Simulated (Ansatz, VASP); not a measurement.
## One calculation of CuI, two programs

POSCAR

```
CuI
1.0
    2.9966386809      2.9966386809      0.0000000000
   -2.9966386809      2.9966386809      0.0000000000
    0.0000000000      2.9966386809      3.0321409871
Cu I
1 1
Direct
    0.7500000000      0.2500000000      0.5000000000
    0.0000000000      0.0000000000      0.0000000000
```

Contents of INCAR.step1:

```
ALGO     = Normal         # electronic algorithm
EDIFF    = 1E-4           # SCF threshold, eV
ENCUT    = 520            # plane-wave cutoff, eV
GGA      = PE             # functional
ISMEAR   = 0              # smearing method
LASPH    = True           # aspherical terms in the spheres
LCHARG   = False          # write CHGCAR
LREAL    = False          # projectors in reciprocal space
LWAVE    = True           # write WAVECAR
NBANDS   = 16             # bands
NELM     = 80             # most SCF steps
PREC     = Accurate       # precision mode
SIGMA    = 0.01           # smearing width, eV
```

Contents of INCAR.step2:

```
ALGO     = Normal         # electronic algorithm
EDIFF    = 1E-7           # SCF threshold, eV
ENCUT    = 520            # plane-wave cutoff, eV
ISIF     = 2              # what is computed and relaxed
ISMEAR   = 0              # smearing method
ISTART   = 1            
LASPH    = True           # aspherical terms in the spheres
LCHARG   = False          # write CHGCAR
LMIXTAU  = True         
LREAL    = False          # projectors in reciprocal space
LWAVE    = False          # write WAVECAR
METAGGA  = R2SCAN         # meta-GGA
NBANDS   = 16             # bands
NELM     = 80             # most SCF steps
PREC     = Accurate       # precision mode
SIGMA    = 0.01           # smearing width, eV
```

Contents of KPOINTS:

```
k-points
0
Gamma
  6 6 6
```

Input for Ansatz:

```yaml
crystal:
  lattice:
    - [2.99663868091, 2.99663868091, 0.0]
    - [-2.99663868091, 2.99663868091, 0.0]
    - [0.0, 2.99663868091, 3.03214098714]
  atoms:
    - { symbol: Cu, position: [0.75, 0.25, 0.5] }
    - { symbol: I, position: [0.0, 0.0, 0.0] }
kpoints:
  mp_grid: { grid: [6, 6, 6] }
scf:
  occupations: { method: fixed }
  convergence: { dr2_threshold: 1.0e-10 }
hamiltonian:
  xc: r2scan
  pseudopotentials: { kind: paw }
output:
  forces: true
  stress: true
  eigenstates:
    kpoints:
      - [0.0, 0.0, 0.0]
      - [-0.5, -0.5, -0.5]
      - [-0.5, 0.5, 0.0]
      - [0.0, 0.0, -0.5]
      - [0.0, -0.5, -0.5]
      - [0.0, 0.5, 0.0]
      - [-0.5, 0.0, 0.0]
      - [-0.5, 0.0, -0.5]
  eigenvalues: true
```

Change from the starting cell: film at in-plane strain -0.005.

Alike in both runs: task single point; functional r2SCAN; k mesh 6 × 6 × 6; no spin polarisation.

```csv
,VASP,Ansatz
version,VASP 6.6.1,Ansatz 0.2.0
potentials or method,"VASP PAW PBE potentials, release 64 (Cu, I)","PAW with Ansatz's default frozen-core files, scalar-relativistic"
plane-wave cutoff (eV),520,500
occupations,"gaussian, width 0.01 eV",fixed
valence electrons in the cell,18,36
```

VASP gave:

| Property | Result |
| --- | --- |
| gap on the k mesh at the Fermi level (eV) | 1.68 |
| pressure (GPa) | 0.1 |
| traceless stress, the component that is largest in VASP (GPa) | -0.14 |

Q: What did Ansatz give for the same quantities?

A: gap on the k mesh at the Fermi level (eV): 1.67; pressure (GPa): 0.1; traceless stress, the component that is largest in VASP (GPa): -0.15.

VASP's potentials were made for PBE, not for r2SCAN. VASP's potentials hold 18 valence electrons a cell and Ansatz's 36, so a difference there can come from the potentials and not from the codes.

Spin-orbit coupling is off throughout.
